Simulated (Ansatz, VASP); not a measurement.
**KF: VASP beside Ansatz**

Contents of POSCAR:

```
KF
1.0
    0.0000000000      2.6735000000      2.6735000000
    2.6735000000      0.0000000000      2.6735000000
    2.6735000000      2.6735000000      0.0000000000
K F
1 1
Direct
    0.0000000000      0.0000000000      0.0000000000
    0.5000000000      0.5000000000      0.5000000000
```

INCAR.step1

```
PREC = Accurate ; ENCUT = 520
ISMEAR = -1 ; SIGMA = 0.01
LREAL = F ; LASPH = T
NELM = 80 ; NBANDS = 15
GGA = PE ; ALGO = Normal
EDIFF = 1E-4 ; LWAVE = T
LCHARG = F
```

INCAR.step2

```
PREC = Accurate ; ENCUT = 520
EDIFF = 1E-8 ; ISMEAR = -1
SIGMA = 0.01 ; LREAL = F
LASPH = T ; NELM = 80
ALGO = Normal ; ISIF = 2
LWAVE = F ; LCHARG = F
METAGGA = R2SCAN ; LMIXTAU = T
LEFG = T ; NBANDS = 15
ISTART = 1
```

Contents of KPOINTS:

```
Automatic mesh
0
Gamma
  9 9 9
```

Input for Ansatz:

```yaml
crystal:
  lattice:
    - [0.0, 2.6735, 2.6735]
    - [2.6735, 0.0, 2.6735]
    - [2.6735, 2.6735, 0.0]
  atoms:
    - { symbol: K, position: [0.0, 0.0, 0.0] }
    - { symbol: F, position: [0.5, 0.5, 0.5] }
kpoints:
  mp_grid: { grid: [9, 9, 9] }
  band_path:
    path:
      - [0.0, 0.0, 0.0]
      - [0.5, 0.0, 0.5]
      - [0.625, 0.25, 0.625]
      - [0.375, 0.375, 0.75]
      - [0.0, 0.0, 0.0]
      - [0.5, 0.5, 0.5]
      - [0.5, 0.25, 0.75]
      - [0.5, 0.0, 0.5]
    npoints: 5
scf:
  occupations: { method: fermi_dirac, width: 0.01 }
hamiltonian:
  xc: r2scan
  pseudopotentials: { kind: paw }
output:
  forces: true
  stress: true
  eigenvalues: true
  efg: { contact_densities: true }
```

Alike in both runs: task electric field gradients; functional r2SCAN; k mesh 9 × 9 × 9; occupations fermi-dirac, width 0.01 eV; no spin polarisation.

```csv
,VASP,Ansatz
version,VASP 6.6.1,Ansatz 0.2.0
potentials or method,"VASP PAW PBE potentials, release 64 (K_sv, F)","PAW with Ansatz's default frozen-core files, scalar-relativistic"
plane-wave cutoff (eV),520,500
valence electrons in the cell,16,16
```

Ansatz gave:

| Property | Result |
| --- | --- |
| gap on the k mesh at the Fermi level (eV) | 6.82 |
| pressure (GPa) | -0.5 |

Question: What did VASP give for the same quantities?

Answer: gap on the k mesh at the Fermi level (eV): 6.82; pressure (GPa): -0.6.

VASP's potentials were made for PBE, not for r2SCAN.
